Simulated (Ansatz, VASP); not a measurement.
# Si3C: VASP beside Ansatz

```xyz
4
Lattice="2.7457 0.0000 0.0000 0.0000 2.7457 0.0000 0.0000 0.0000 6.1659" Properties=species:S:1:pos:R:3 pbc="T T T"
Si    0.0000    0.0000    4.9819
Si    1.3728    1.3728    3.0829
Si    0.0000    0.0000    1.1840
C     1.3728    1.3728    0.0000
```

Alike in both runs: functional PBE; k mesh 16 × 16 × 8; occupations gaussian, width 0.1 eV; no spin polarisation.

Ansatz relaxed the structure, and its values are those at the end. VASP's run is a single point on that final structure, the one shown.

```csv
,VASP,Ansatz
version,VASP 6.6.1,Ansatz 0.2.0
potentials or method,"VASP PAW PBE potentials, release 64 (Si, C), cutoff 520 eV","scalar-relativistic, plane waves, PAW"
valence electrons in the cell,16,16
```

```tsv
	VASP	Ansatz	Ansatz less VASP
gap on the k mesh at the Fermi level (eV)	none	none	-
pressure (GPa)	0.0	0.0	-0.01
```

A gap of «none» marks a metal or a gap that the smearing closes. With one functional, cell and mesh, what is left measures potentials, basis and numerics.
